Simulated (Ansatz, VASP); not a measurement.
**Zr in VASP and in Ansatz**

The input INCAR:

```
PREC = Accurate
ENCUT = 520
EDIFF = 1E-6
ISMEAR = -1
SIGMA = 0.08
LREAL = F
LASPH = T
NELM = 60
ALGO = Normal
ISIF = 2
LWAVE = F
LCHARG = T
GGA = PS
LELF = T
LVHAR = T
NBANDS = 19
```

File KPOINTS:

```
Automatic mesh
0
Gamma
  13 13 7
```

File POSCAR:

```
Zr
1.0
    3.2319982225      0.0000000000      0.0000000000
   -1.6159991112      2.7989925656      0.0000000000
    0.0000000000      0.0000000000      5.2499400000
Zr
2
Direct
    0.3333333333      0.6666666667      0.2500000000
    0.6666666667      0.3333333333      0.7500000000
```

Input for Ansatz:

```yaml
crystal:
  lattice:
    - [3.2319982225, 0.0, 0.0]
    - [-1.6159991112, 2.7989925656, 0.0]
    - [0.0, 0.0, 5.24994]
  atoms:
    - { symbol: Zr, position: [0.3333333333, 0.6666666667, 0.25] }
    - { symbol: Zr, position: [0.6666666667, 0.3333333333, 0.75] }
kpoints:
  mp_grid: { grid: [13, 13, 7] }
  band_path:
    path:
      - [0.0, 0.0, 0.0]
      - [0.5, 0.0, 0.0]
      - [0.3333333333, 0.3333333333, 0.0]
      - [0.0, 0.0, 0.0]
      - [0.0, 0.0, 0.5]
      - [0.5, 0.0, 0.5]
      - [0.3333333333, 0.3333333333, 0.5]
      - [0.0, 0.0, 0.5]
      - [0.5, 0.0, 0.5]
    npoints: 5
scf:
  occupations: { method: fermi_dirac, width: 0.08 }
hamiltonian:
  xc: pbesol
  pseudopotentials: { kind: all_electron, lapw: { basis_error: 0.001 } }
output:
  forces: true
  stress: true
  eigenvalues: true
```

Change from the starting cell: zz strain of +2 %.

Alike in both runs: task single point; functional PBEsol; k mesh 13 × 13 × 7; occupations fermi-dirac, width 0.08 eV; no spin polarisation.

|  | VASP | Ansatz |
| --- | --- | --- |
| version | VASP 6.6.1 | Ansatz 0.2.0 |
| potentials or method | VASP PAW PBE potentials, release 64 (Zr_sv), cutoff 520 eV | all-electron LAPW, scalar-relativistic |

|  | VASP | Ansatz | Ansatz less VASP |
| --- | --- | --- | --- |
| pressure (GPa) | -5.0 | -5.0 | -0.03 |
| traceless stress, the component that is largest in VASP (GPa) | -0.75 | -0.75 | 0.000 |

VASP's potentials were made for PBE, not for PBEsol. Ansatz ran all-electron here, and VASP with PAW potentials.
